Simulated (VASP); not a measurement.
# AlCu3 (Fm-3m) in VASP: a series of runs

AlCu3 is run at these levels: PBEsol; tasks: single point.

Everything below comes from runs of VASP 6.6.1. Logs are shortened: lines on timing, memory, paths and dates and some standing lists are left out, and cuts for length are marked.

### 1 The cell of the first run

The structure is cubic, space group Fm-3m (No. 225). Conventional cell: a = 5.658 Å, b = 5.658 Å, c = 5.658 Å, α = 90.00°, β = 90.00°, γ = 90.00°. Al (site symmetry m-3m) has 14 Cu at 2.45 to 2.83 Å within 3.2 Å. Cu (site symmetry m-3m) has 8 Cu at 2.45 Å and 6 Al at 2.83 Å within 3.2 Å. Within 3.2 Å of Cu (site symmetry -43m) lie 4 Al at 2.45 Å and 10 Cu at 2.45 to 2.83 Å.

### 2 Single point, PBEsol

The input, INCAR:

```
PREC = Accurate
ENCUT = 520
EDIFF = 1E-6
ISMEAR = -1
SIGMA = 0.15
LREAL = F
LASPH = T
NELM = 80
ALGO = Normal
ISIF = 2
LWAVE = F
LCHARG = F
GGA = PS
NBANDS = 26
```

The input, KPOINTS:

```
Automatic mesh
0
Gamma
  12 12 12
```

The input, POSCAR:

```
AlCu3
1.0
    0.0000000000      2.8290612208      2.8290612208
    2.8290612208      0.0000000000      2.8290612208
    2.8290612208      2.8290612208      0.0000000000
Al Cu
1 3
Direct
    0.0000000000      0.0000000000      0.0000000000
    0.5000000000      0.5000000000      0.5000000000
    0.2500000000      0.2500000000      0.2500000000
    0.7500000000      0.7500000000      0.7500000000
```

Potentials or basis: VASP PAW PBE potentials, release 64 (Al, Cu).

Command:

```sh
$ cat potpaw_PBE.64/Al/POTCAR potpaw_PBE.64/Cu/POTCAR > POTCAR
$ mpirun -np 1 vasp_std > vasp.out
```

OUTCAR:

```text
PREC = Accurate
   ENCUT = 520
   EDIFF = 1E-6
   ISMEAR = -1
   LREAL = F
   LASPH = T
   NELM = 80
   ISIF = 2
   GGA = PS

 ion  position               nearest neighbor table
   1  0.000  0.000  0.000-   4 2.45   4 2.45   4 2.45   3 2.45   4 2.45   3 2.45   3 2.45   3 2.45
                             2 2.83   2 2.83   2 2.83   2 2.83   2 2.83   2 2.83
   2  0.500  0.500  0.500-   3 2.45   3 2.45   3 2.45   3 2.45   4 2.45   4 2.45   4 2.45   4 2.45
                             1 2.83   1 2.83   1 2.83   1 2.83   1 2.83   1 2.83
   3  0.250  0.250  0.250-   1 2.45   1 2.45   1 2.45   1 2.45   2 2.45   2 2.45   2 2.45   2 2.45

   4  0.750  0.750  0.750-   2 2.45   2 2.45   2 2.45   1 2.45   2 2.45   1 2.45   1 2.45   1 2.45

  LATTYP: Found a face centered cubic cell.
 ALAT       =     5.6581224416

  Lattice vectors:

 A1 = (   0.0000000000,   2.8290612208,   2.8290612208)
 A2 = (   2.8290612208,   0.0000000000,   2.8290612208)
 A3 = (   2.8290612208,   2.8290612208,   0.0000000000)

Analysis of symmetry for initial positions (statically):
=====================================================================
 Subroutine PRICEL returns:
 Original cell was already a primitive cell.

 Routine SETGRP: Setting up the symmetry group for a
 face centered cubic supercell.

 Subroutine GETGRP returns: Found 48 space group operations
 (whereof 48 operations were pure point group operations)
 out of a pool of 48 trial point group operations.

The static configuration has the point symmetry O_h .

Analysis of symmetry for dynamics (positions and initial velocities):
=====================================================================
 Subroutine PRICEL returns:
 Original cell was already a primitive cell.

 Routine SETGRP: Setting up the symmetry group for a
 face centered cubic supercell.

 Subroutine GETGRP returns: Found 48 space group operations
 (whereof 48 operations were pure point group operations)
 out of a pool of 48 trial point group operations.

The dynamic configuration has the point symmetry O_h .

 Subroutine INISYM returns: Found 48 space group operations
 (whereof 48 operations are pure point group operations),
 and found     1 'primitive' translations

----------------------------------------------------------------------------------------

                                     Primitive cell
[... 93 lines left out ...]
   ENCUT  =  520.0 eV  38.22 Ry    6.18 a.u.   7.44  7.44  7.44*2*pi/ulx,y,z
   NELM   =     80;   NELMIN=  2; NELMDL= -5     # of ELM steps
   EDIFF  = 0.1E-05   stopping-criterion for ELM
   LREAL  =      F    real-space projection
   EDIFFG = 0.1E-04   stopping-criterion for IOM
   NSW    =      0    number of steps for IOM
   IBRION =     -1    ionic relax: 0-MD 1-quasi-New 2-CG
   NFREE  =      0    steps in history (QN), initial steepest desc. (CG)
   ISIF   =      2    stress and relaxation
   ISYM   =      2    0-nonsym 1-usesym 2-fastsym
   POTIM  = 0.5000    time-step for ionic-motion
   TEBEG  =    0.0;   TEEND  =   0.0 temperature during run
   PSTRESS=    0.0 pullay stress
   NELECT =      36.0000    total number of electrons
   NUPDOWN=      -1.0000    fix difference up-down
   EMIN   =  10.00;   EMAX   =-10.00  energy-range for DOS
   EFERMI =   0.00;   METHOD = LEGACY
   ISMEAR =    -1;   SIGMA  =   0.15  broadening in eV -4-tet -1-fermi 0-gaus
   EFERMI_NEDOS =   21; number of points for ismear=-14 and -15
   IALGO  =     38    algorithm
   IMIX   =      4    mixing-type and parameters
     AMIX     =   0.40;   BMIX     =  1.00
     AMIX_MAG =   1.60;   BMIX_MAG =  1.00
  volume/ion in A,a.u.               =      11.32        76.40
  Fermi-wavevector in a.u.,A,eV,Ry     =   1.516550  2.865863 31.292353  2.299923
  Thomas-Fermi vector in A             =   2.625924
   LORBIT       =      0    0 simple, 1 ext, 2 COOP (PROOUT), +10 PAW based schemes
   GGA     = PS    functional components
   LHFCALC =     F    Hartree Fock is set to
   AEXX    =    0.0000 exact exchange contribution
   IVDW    =     0    specifies the selected vdW correction
   LEPSILON=     F    determine dielectric tensor
   LRPA    =     F    only Hartree local field effects (RPA)
 non-spin polarized calculation
  energy-cutoff  :      520.00
  volume of cell :       45.29
 maximum number of plane-waves:      1243
 NGX is ok and might be reduce to    30
   NGX = 15   NGY = 15   NGZ = 15

 number of electron      36.0000046 magnetization

 Free energy of the ion-electron system (eV)
  ---------------------------------------------------
  ext. energy  EPLUGINS =         0.00000000
  ---------------------------------------------------
  free energy    TOTEN  =       -17.67679500 eV

  energy without entropy =      -17.60347662  energy(sigma->0) =      -17.64013581

 E-fermi :   9.3884     XC(G=0): -12.8059

 val. band max:        9.3436841588   @ k =  -0.1667   0.1667   0.0000
 cond. band min:       9.4080754268   @ k =  -0.4167   0.2500   0.0000
 fundamental gap:      0.0643912681
 Fermi energy:         9.3883714938

 k-point     1 :       0.0000    0.0000    0.0000
  band No.  band energies     occupation
      1      -1.7700      2.00000
      2       4.2714      2.00000
      3       4.2714      2.00000
      4       4.3931      2.00000
      5       4.3931      2.00000
      6       4.3931      2.00000
[... 685 lines left out ...]
     25      18.7943      0.00000
     26      20.2371      0.00000

 [... further k-points ...]

------------------------ aborting loop because EDIFF is reached ----------------------------------------

  FORCE on cell =-STRESS in cart. coord.  units (eV):
  Direction    XX          YY          ZZ          XY          YZ          ZX
  --------------------------------------------------------------------------------------
  -------------------------------------------------------------------------------------
  Total        3.0054702      3.0054702      3.0054702     -0.0000000      0.0000000      0.0000000
  in kB      106.3324882    106.3324882    106.3324882     -0.0000000      0.0000000      0.0000000
  external PRESSURE =     106.3324882 kB  Pullay stress =       0.0000000 kB

 VOLUME and BASIS-vectors are now :
 -----------------------------------------------------------------------------
  energy-cutoff  :      520.00
  volume of cell :       45.29
      direct lattice vectors                 reciprocal lattice vectors
     0.000000000  2.829061221  2.829061221    -0.176737073  0.176737073  0.176737073
     2.829061221  0.000000000  2.829061221     0.176737073 -0.176737073  0.176737073
     2.829061221  2.829061221  0.000000000     0.176737073  0.176737073 -0.176737073

 POSITION                                       TOTAL-FORCE (eV/Angst)
 -----------------------------------------------------------------------------------
      0.00000      0.00000      0.00000         0.000000      0.000000      0.000000
      2.82906      2.82906      2.82906         0.000000      0.000000      0.000000
      1.41453      1.41453      1.41453        -0.000000     -0.000000     -0.000000
      4.24359      4.24359      4.24359         0.000000      0.000000      0.000000
 -----------------------------------------------------------------------------------
    total drift:                                0.000000     -0.000000      0.000000

  FREE ENERGIE OF THE ION-ELECTRON SYSTEM (eV)
  ---------------------------------------------------
  free  energy   TOTEN  =       -17.6767949998 eV

  energy  without entropy=      -17.6034766184  energy(sigma->0) =      -17.64013581
```

It took 67 s on 1 thread of Intel Xeon 6975P-C (Granite Rapids), shared host; peak memory 0.21 GiB.

What came out:

| Item | Value |
| --- | --- |
| Free energy | -17.6768 eV |
| Pressure | 10.6 GPa |
| Band gap on the k mesh | zero (bands 18 and 19 overlap by 6.01 eV) |

Caveat: the cell stands under pressure; the PAW data sets were made with another functional, which shifts forces and pressure a little.

### 3 Single point, PBEsol (11.75 Å³/atom)

This run uses another cell than the first one, of 11.75 Å³/atom.

The input, INCAR:

```
ALGO = Normal
EDIFF = 1E-6
ENCUT = 520
GGA = PS
ISIF = 2
ISMEAR = -1
LASPH = True
LCHARG = False
LREAL = False
LWAVE = False
NBANDS = 26
NELM = 100
PREC = Accurate
SIGMA = 0.15
```

The input, KPOINTS:

```
k-points
0
Gamma
  12 12 12
```

The input, POSCAR:

```
AlCu3
1.0
    0.0000000000      2.8647053748      2.8647053748
    2.8647053748      0.0000000000      2.8647053748
    2.8647053748      2.8647053748      0.0000000000
Al Cu
1 3
Direct
    0.0000000000      0.0000000000      0.0000000000
    0.5000000000      0.5000000000      0.5000000000
    0.2500000000      0.2500000000      0.2500000000
    0.7500000000      0.7500000000      0.7500000000
```

Potentials or basis: VASP PAW PBE potentials, release 64 (Al, Cu).

Command:

```sh
$ cat potpaw_PBE.64/Al/POTCAR potpaw_PBE.64/Cu/POTCAR > POTCAR
$ mpirun -np 1 vasp_std > vasp.out
```

It took 63 s on 1 thread of Intel Xeon 6975P-C (Granite Rapids), shared host; peak memory 0.21 GiB.

The run converged. Its results:

```
Free energy            : -17.7536 eV
Pressure               : 3.9 GPa
Band gap on the k mesh : zero (bands 18 and 19 overlap by 5.92 eV)
```

Levels at points of the mesh, in eV from the Fermi level:
```csv
k point,band 14,band 15,band 16,band 17,band 18,band 19,band 20,band 21,band 22,band 23
"(0.00, 0.00, 0.00)",-2.70,-2.58,-2.58,3.74,3.74,3.74,4.20,4.20,4.20,5.31
"(0.50, 0.00, 0.00)",-2.70,-2.53,-2.53,-2.24,2.64,2.64,2.95,2.95,3.71,5.66
"(0.50, 0.50, 0.00)",-2.44,-2.44,-2.39,-2.27,-2.27,-2.18,2.01,2.41,10.99,10.99
```

Caveat: the cell stands under pressure; the PAW data sets were made with another functional, which shifts forces and pressure a little.
